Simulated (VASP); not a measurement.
# NaCl (Pm-3m) in VASP: notebook

Runs on NaCl. Level: PBE. Tasks: single point.

Everything below comes from runs of VASP 6.6.1. Logs are shortened: lines on timing, memory, paths and dates and some standing lists are left out, and cuts for length are marked.

### 1 The cell of the first run

Symmetry: Pm-3m, No. 221, cubic system. Conventional cell: a = 2.841 Å, b = 2.841 Å, c = 2.841 Å, α = 90.00°, β = 90.00°, γ = 90.00°. Na (site symmetry m-3m) has 8 Cl at 2.46 Å and 6 Na at 2.84 Å within 3.2 Å. Within 3.2 Å of Cl (site symmetry m-3m) lie 8 Na at 2.46 Å and 6 Cl at 2.84 Å.

### 2 Single point, PBE (volume scaled by 0.98)

INCAR reads:

```
SYSTEM = NaCl
  ALGO = Normal
  EDIFF = 1E-6
  ENCUT = 500
  GGA = PE
  GGA_COMPAT = .FALSE.
  ISIF = 2
  ISMEAR = -1
  LASPH = .TRUE.
  LCHARG = .FALSE.
  LREAL = .FALSE.
  LWAVE = .FALSE.
  NBANDS = 14
  NELM = 120
  PREC = Accurate
  SIGMA = 0.02
```

KPOINTS reads:

```
k-points
0
G
  8 8 8
  0 0 0
```

POSCAR reads:

```
NaCl
1.0
    2.8408047908      0.0000000000      0.0000000000
    0.0000000000      2.8408047908      0.0000000000
    0.0000000000      0.0000000000      2.8408047908
Na Cl
1 1
Direct
    0.0000000000      0.0000000000      0.0000000000
    0.5000000000      0.5000000000      0.5000000000
```

Potentials or basis: VASP PAW PBE potentials, release 64 (Na_pv, Cl).

Run with:

```sh
cat potpaw_PBE.64/Na_pv/POTCAR potpaw_PBE.64/Cl/POTCAR > POTCAR
mpirun -np 1 vasp_std > vasp.out
```

OUTCAR:

```text
SYSTEM = NaCl
   EDIFF = 1E-6
   ENCUT = 500
   GGA = PE
   ISIF = 2
   ISMEAR = -1
   LASPH = .TRUE.
   LREAL = .FALSE.
   NELM = 120
   PREC = Accurate

 ion  position               nearest neighbor table
   1  0.000  0.000  0.000-   2 2.46   2 2.46   2 2.46   2 2.46   2 2.46   2 2.46   2 2.46   2 2.46

   2  0.500  0.500  0.500-   1 2.46   1 2.46   1 2.46   1 2.46   1 2.46   1 2.46   1 2.46   1 2.46

  LATTYP: Found a simple cubic cell.
 ALAT       =     2.8408047908

  Lattice vectors:

 A1 = (   2.8408047908,   0.0000000000,   0.0000000000)
 A2 = (   0.0000000000,   2.8408047908,   0.0000000000)
 A3 = (   0.0000000000,   0.0000000000,   2.8408047908)

Analysis of symmetry for initial positions (statically):
=====================================================================
 Subroutine PRICEL returns:
 Original cell was already a primitive cell.

 Routine SETGRP: Setting up the symmetry group for a
 simple cubic supercell.

 Subroutine GETGRP returns: Found 48 space group operations
 (whereof 48 operations were pure point group operations)
 out of a pool of 48 trial point group operations.

The static configuration has the point symmetry O_h .

Analysis of symmetry for dynamics (positions and initial velocities):
=====================================================================
 Subroutine PRICEL returns:
 Original cell was already a primitive cell.

 Routine SETGRP: Setting up the symmetry group for a
 simple cubic supercell.

 Subroutine GETGRP returns: Found 48 space group operations
 (whereof 48 operations were pure point group operations)
 out of a pool of 48 trial point group operations.

The dynamic configuration has the point symmetry O_h .

 Subroutine INISYM returns: Found 48 space group operations
 (whereof 48 operations are pure point group operations),
 and found     1 'primitive' translations

----------------------------------------------------------------------------------------

                                     Primitive cell

  volume of cell :      22.9258

  direct lattice vectors                    reciprocal lattice vectors
     2.840804791  0.000000000  0.000000000     0.352012924  0.000000000  0.000000000
     0.000000000  2.840804791  0.000000000     0.000000000  0.352012924  0.000000000
     0.000000000  0.000000000  2.840804791     0.000000000  0.000000000  0.352012924

  length of vectors
     2.840804791  2.840804791  2.840804791     0.352012924  0.352012924  0.352012924

  position of ions in fractional coordinates (direct lattice)
     0.000000000  0.000000000  0.000000000
     0.500000000  0.500000000  0.500000000

  ion indices of the primitive-cell ions
   primitive index   ion index
                 1           1
                 2           2

----------------------------------------------------------------------------------------

 KPOINTS: k-points

Automatic generation of k-mesh.
 Grid dimensions read from file:
 generate k-points for:    8    8    8

 Generating k-lattice:

  Cartesian coordinates                     Fractional coordinates (reciprocal lattice)
     0.044001615  0.000000000  0.000000000     0.125000000  0.000000000  0.000000000
     0.000000000  0.044001615  0.000000000     0.000000000  0.125000000  0.000000000
     0.000000000  0.000000000  0.044001615     0.000000000  0.000000000  0.125000000

  Length of vectors
     0.044001615  0.044001615  0.044001615

  Shift w.r.t. Gamma in fractional coordinates (k-lattice)
     0.000000000  0.000000000  0.000000000

 Subroutine IBZKPT returns following result:
 ===========================================

 Found     35 irreducible k-points:

 Following reciprocal coordinates:
            Coordinates               Weight
  0.000000  0.000000  0.000000      1.000000
  0.125000  0.000000  0.000000      6.000000
  0.250000  0.000000  0.000000      6.000000
  0.375000  0.000000  0.000000      6.000000
  0.500000  0.000000  0.000000      3.000000
  0.125000  0.125000  0.000000     12.000000
[... 16 lines left out ...]
  0.375000  0.375000  0.125000     24.000000
  0.500000  0.375000  0.125000     24.000000
 [... further k-points ...]
   k-points           NKPTS =     35   k-points in BZ     NKDIM =     35   number of bands    NBANDS=     14
   number of dos      NEDOS =    301   number of ions     NIONS =      2
   total plane-waves  NPLWV =  13824
   dimension x,y,z NGX =    24 NGY =   24 NGZ =   24
   dimension x,y,z NGXF=    48 NGYF=   48 NGZF=   48
   ions per type =               1   1
   NGX,Y,Z   is equivalent  to a cutoff of  14.04, 14.04, 14.04 a.u.
   NGXF,Y,Z  is equivalent  to a cutoff of  28.09, 28.09, 28.09 a.u.
 SYSTEM =  NaCl
   PREC   = accura    normal or accurate (medium, high low for compatibility)
   ISTART =      0    job   : 0-new  1-cont  2-samecut
   ICHARG =      2    charge: 1-file 2-atom 10-const
   ISPIN  =      1    spin polarized calculation?
   LNONCOLLINEAR =      F non collinear calculations
   LSORBIT =      F    spin-orbit coupling
   LASPH  =      T    aspherical Exc in radial PAW
   ENCUT  =  500.0 eV  36.75 Ry    6.06 a.u.   5.18  5.18  5.18*2*pi/ulx,y,z
   NELM   =    120;   NELMIN=  2; NELMDL= -5     # of ELM steps
   EDIFF  = 0.1E-05   stopping-criterion for ELM
   LREAL  =      F    real-space projection
   EDIFFG = 0.1E-04   stopping-criterion for IOM
   NSW    =      0    number of steps for IOM
   IBRION =     -1    ionic relax: 0-MD 1-quasi-New 2-CG
   NFREE  =      0    steps in history (QN), initial steepest desc. (CG)
   ISIF   =      2    stress and relaxation
   ISYM   =      2    0-nonsym 1-usesym 2-fastsym
   POTIM  = 0.5000    time-step for ionic-motion
   TEBEG  =    0.0;   TEEND  =   0.0 temperature during run
   PSTRESS=    0.0 pullay stress
   NELECT =      14.0000    total number of electrons
   NUPDOWN=      -1.0000    fix difference up-down
   EMIN   =  10.00;   EMAX   =-10.00  energy-range for DOS
   EFERMI =   0.00;   METHOD = LEGACY
   ISMEAR =    -1;   SIGMA  =   0.02  broadening in eV -4-tet -1-fermi 0-gaus
   EFERMI_NEDOS =   21; number of points for ismear=-14 and -15
   IALGO  =     38    algorithm
   IMIX   =      4    mixing-type and parameters
     AMIX     =   0.40;   BMIX     =  1.00
     AMIX_MAG =   1.60;   BMIX_MAG =  1.00
  volume/ion in A,a.u.               =      11.46        77.36
  Fermi-wavevector in a.u.,A,eV,Ry     =   1.388916  2.624671 26.246848  1.929089
  Thomas-Fermi vector in A             =   2.512997
   LORBIT       =      0    0 simple, 1 ext, 2 COOP (PROOUT), +10 PAW based schemes
   GGA     = PE    functional components
   LHFCALC =     F    Hartree Fock is set to
   AEXX    =    0.0000 exact exchange contribution
   IVDW    =     0    specifies the selected vdW correction
   LEPSILON=     F    determine dielectric tensor
   LRPA    =     F    only Hartree local field effects (RPA)
 non-spin polarized calculation
  energy-cutoff  :      500.00
  volume of cell :       22.93
 maximum number of plane-waves:       624
 NGX is ok and might be reduce to    24
   NGX = 11   NGY = 11   NGZ = 11

 number of electron      13.9999997 magnetization

 Free energy of the ion-electron system (eV)
  ---------------------------------------------------
  ext. energy  EPLUGINS =         0.00000000
  ---------------------------------------------------
  free energy    TOTEN  =        -4.00118071 eV

  energy without entropy =       -4.00118071  energy(sigma->0) =       -4.00118071

 E-fermi :   7.5549     XC(G=0): -11.4785

 val. band max:        7.1103254468   @ k =   0.5000   0.5000   0.0000
 cond. band min:      11.4444094809   @ k =   0.5000   0.5000   0.0000
 fundamental gap:      4.3340840341
 Fermi energy:         7.5549285773

 k-point     1 :       0.0000    0.0000    0.0000
  band No.  band energies     occupation
      1     -15.6683      2.00000
      2     -15.6683      2.00000
      3     -15.6683      2.00000
      4     -10.0492      2.00000
      5       5.8153      2.00000
      6       5.8153      2.00000
      7       5.8153      2.00000
      8      13.6717      0.00000
      9      13.6717      0.00000
     10      14.7346      0.00000
     11      24.9936      0.00000
     12      24.9936      0.00000
     13      24.9936      0.00000
     14      29.9169      0.00000

 k-point     2 :       0.1250    0.0000    0.0000
  band No.  band energies     occupation
      1     -15.7429      2.00000
      2     -15.6626      2.00000
      3     -15.6626      2.00000
      4      -9.8337      2.00000
      5       4.6175      2.00000
      6       5.8800      2.00000
      7       5.8800      2.00000
      8      13.9204      0.00000
      9      14.4253      0.00000
     10      15.8201      0.00000
     11      23.7467      0.00000
     12      23.7467      0.00000
     13      25.1709      0.00000
     14      28.3164      0.00000

 k-point     3 :       0.2500    0.0000    0.0000
  band No.  band energies     occupation
      1     -15.9128      2.00000
      2     -15.6489      2.00000
      3     -15.6489      2.00000
      4      -9.2741      2.00000
      5       2.4800      2.00000
      6       6.0440      2.00000
      7       6.0440      2.00000
      8      14.6367      0.00000
      9      15.2249      0.00000
     10      18.7853      0.00000
     11      21.7946      0.00000
     12      21.7946      0.00000
     13      24.9306      0.00000
     14      25.6495      0.00000
[... 324 lines left out ...]
 k-point    23 :       0.3750    0.3750    0.1250
  band No.  band energies     occupation
      1     -15.9288      2.00000
      2     -15.8898      2.00000
      3     -15.6493      2.00000
      4      -7.7233      2.00000
      5       1.9439      2.00000
      6       2.0938      2.00000
      7       5.9099      2.00000
      8      13.0945      0.00000
      9      17.9569      0.00000
     10      18.3156      0.00000
     11      19.2229      0.00000
     12      24.0509      0.00000
     13      24.7896      0.00000
     14      28.3867      0.00000

 k-point    24 :       0.5000    0.3750    0.1250
  band No.  band energies     occupation
      1     -15.9551      2.00000
      2     -15.8860      2.00000
      3     -15.6435      2.00000
      4      -7.5538      2.00000
      5       1.4429      2.00000
      6       2.2537      2.00000
      7       6.0435      2.00000
      8      12.4068      0.00000
      9      17.7805      0.00000
     10      18.3157      0.00000
     11      19.2425      0.00000
     12      24.5599      0.00000
     13      25.0587      0.00000
     14      28.9084      0.00000

 [... further k-points ...]
[... 5 lines left out ...]
  --------------------------------------------------------------------------------------
  -------------------------------------------------------------------------------------
  Total       10.0806470     10.0806470     10.0806470      0.0000000     -0.0000000      0.0000000
  in kB      704.4899673    704.4899673    704.4899673      0.0000000     -0.0000000      0.0000000
  external PRESSURE =     704.4899673 kB  Pullay stress =       0.0000000 kB

 VOLUME and BASIS-vectors are now :
 -----------------------------------------------------------------------------
  energy-cutoff  :      500.00
  volume of cell :       22.93
      direct lattice vectors                 reciprocal lattice vectors
     2.840804791  0.000000000  0.000000000     0.352012924  0.000000000  0.000000000
     0.000000000  2.840804791  0.000000000     0.000000000  0.352012924  0.000000000
     0.000000000  0.000000000  2.840804791     0.000000000  0.000000000  0.352012924

 POSITION                                       TOTAL-FORCE (eV/Angst)
 -----------------------------------------------------------------------------------
      0.00000      0.00000      0.00000         0.000000      0.000000      0.000000
      1.42040      1.42040      1.42040         0.000000      0.000000      0.000000
 -----------------------------------------------------------------------------------
    total drift:                                0.000000     -0.000000     -0.000000

  FREE ENERGIE OF THE ION-ELECTRON SYSTEM (eV)
  ---------------------------------------------------
  free  energy   TOTEN  =        -4.0011807109 eV

  energy  without entropy=       -4.0011807109  energy(sigma->0) =       -4.00118071
```

Wall time 8.8 s (1 thread of Intel Xeon Platinum 8488C (Sapphire Rapids), shared host); peak memory 0.13 GiB.

What came out:

- Free energy: -4.0012 eV
- Pressure: 70.4 GPa
- Band gap on the k mesh: 4.33 eV, direct

Levels at points of the mesh, in eV from the valence-band top:
```csv
k point,band 4,band 5,band 6,band 7,band 8,band 9,band 10,band 11
"(0.00, 0.00, 0.00)",-17.16,-1.29,-1.29,-1.29,6.56,6.56,7.62,17.88
"(0.50, 0.00, 0.00)",-15.43,-7.08,-0.81,-0.81,9.20,9.40,12.77,12.77
"(0.50, 0.50, 0.00)",-14.67,-5.48,-5.48,0.00,4.33,10.76,12.78,12.78
"(0.50, 0.50, 0.50)",-13.40,-4.92,-4.92,-4.92,6.28,6.28,6.28,17.31
```

 A k mesh can miss the band edges.

### 3 Single point, PBE (volume scaled by 0.96)

INCAR reads:

```
ALGO = Normal
EDIFF = 1E-6
ENCUT = 500
GGA = PE
GGA_COMPAT = False
ISIF = 2
ISMEAR = -1
LASPH = True
LCHARG = False
LREAL = False
LWAVE = False
NBANDS = 14
NELM = 120
PREC = Accurate
SIGMA = 0.02
```

KPOINTS reads:

```
k-points
0
Gamma
  8 8 8
```

POSCAR reads:

```
NaCl
1.0
    2.8213466130      0.0000000000      0.0000000000
    0.0000000000      2.8213466130      0.0000000000
    0.0000000000      0.0000000000      2.8213466130
Na Cl
1 1
Direct
    0.0000000000      0.0000000000      0.0000000000
    0.5000000000      0.5000000000      0.5000000000
```

Potentials or basis: VASP PAW PBE potentials, release 64 (Na_pv, Cl).

Run with:

```sh
cat potpaw_PBE.64/Na_pv/POTCAR potpaw_PBE.64/Cl/POTCAR > POTCAR
mpirun -np 1 vasp_std > vasp.out
```

Wall time 6.6 s (1 thread of Intel Xeon Platinum 8488C (Sapphire Rapids), shared host); peak memory 0.13 GiB.

Results (log left out):

| Quantity | Value |
| --- | --- |
| Free energy | -3.7866 eV |
| Pressure | 76.3 GPa |
| Band gap on the k mesh | 4.25 eV, direct |

Levels at points of the mesh, in eV from the valence-band top:
| k point | band 3 | band 4 | band 5 | band 6 | band 7 | band 8 | band 9 | band 10 | band 11 | band 12 |
| --- | --- | --- | --- | --- | --- | --- | --- | --- | --- | --- |
| (0.00, 0.00, 0.00) | -22.86 | -17.35 | -1.33 | -1.33 | -1.33 | 6.44 | 6.44 | 7.81 | 17.94 | 17.94 |
| (0.50, 0.00, 0.00) | -22.82 | -15.54 | -7.27 | -0.84 | -0.84 | 9.11 | 9.50 | 12.77 | 12.77 | 13.94 |
| (0.50, 0.50, 0.00) | -22.79 | -14.77 | -5.63 | -5.63 | 0.00 | 4.25 | 10.77 | 12.75 | 12.75 | 15.99 |
| (0.50, 0.50, 0.50) | -23.07 | -13.44 | -5.07 | -5.07 | -5.07 | 6.22 | 6.22 | 6.22 | 17.52 | 23.72 |

### 4 Single point, PBE (volume scaled by 0.9405)

INCAR reads:

```
ALGO     = Normal         # electronic algorithm
EDIFF    = 1E-6           # SCF threshold, eV
ENCUT    = 500            # plane-wave cutoff, eV
GGA      = PE             # functional
GGA_COMPAT= False        
ISIF     = 2              # what is computed and relaxed
ISMEAR   = -1             # smearing method
LASPH    = True           # aspherical terms in the spheres
LCHARG   = True           # write CHGCAR
LELF     = True           # ELF
LREAL    = False          # projectors in reciprocal space
LVHAR    = True         
LWAVE    = False          # write WAVECAR
NBANDS   = 14             # bands
NELM     = 120            # most SCF steps
PREC     = Accurate       # precision mode
SIGMA    = 0.02           # smearing width, eV
```

KPOINTS is that of step 3.

POSCAR reads:

```
NaCl
1.0
    2.8021129234      0.0000000000      0.0000000000
    0.0000000000      2.8021129234      0.0000000000
    0.0000000000      0.0000000000      2.8021129234
Na Cl
1 1
Direct
    0.0000000000      0.0000000000      0.0000000000
    0.5000000000      0.5000000000      0.5000000000
```

Run with:

```sh
cat potpaw_PBE.64/Na_pv/POTCAR potpaw_PBE.64/Cl/POTCAR > POTCAR
mpirun -np 1 vasp_std > vasp.out
```

Wall time 11 s (1 thread of Intel Xeon Platinum 8488C (Sapphire Rapids), shared host); peak memory 0.12 GiB.

It converged, with:

```
Free energy            : -3.5603 eV
Pressure               : 82.5 GPa
Band gap on the k mesh : 4.16 eV, direct
```

Levels at points of the mesh, in eV from the valence-band top:
```tsv
k point	band 4	band 5	band 6	band 7	band 8	band 9	band 10	band 11
(0.00, 0.00, 0.00)	-17.55	-1.37	-1.37	-1.37	6.31	6.31	8.01	17.99
(0.50, 0.00, 0.00)	-15.65	-7.46	-0.88	-0.88	9.01	9.59	12.78	12.78
(0.50, 0.50, 0.00)	-14.87	-5.77	-5.77	0.00	4.16	10.78	12.72	12.72
(0.50, 0.50, 0.50)	-13.48	-5.23	-5.23	-5.23	6.16	6.16	6.16	17.73
```

 A k mesh can miss the band edges.

### 5 Summary

```tsv
cell	gap on the mesh (eV)	pressure (GPa)
a = 2.841 Å, 2 atoms	4.33	70.4
a = 2.821 Å, 2 atoms	4.25	76.3
a = 2.802 Å, 2 atoms	4.16	82.5
```

Alike in all rows: task single point; level PBE; potentials or basis VASP PAW PBE potentials, release 64 (Na_pv, Cl); no spin polarisation; k mesh 8 × 8 × 8; cutoff (eV) 500; smearing fermi-dirac 0.02 eV.

Total energies depend on the potentials used, so only differences within one code and one set of settings carry meaning.
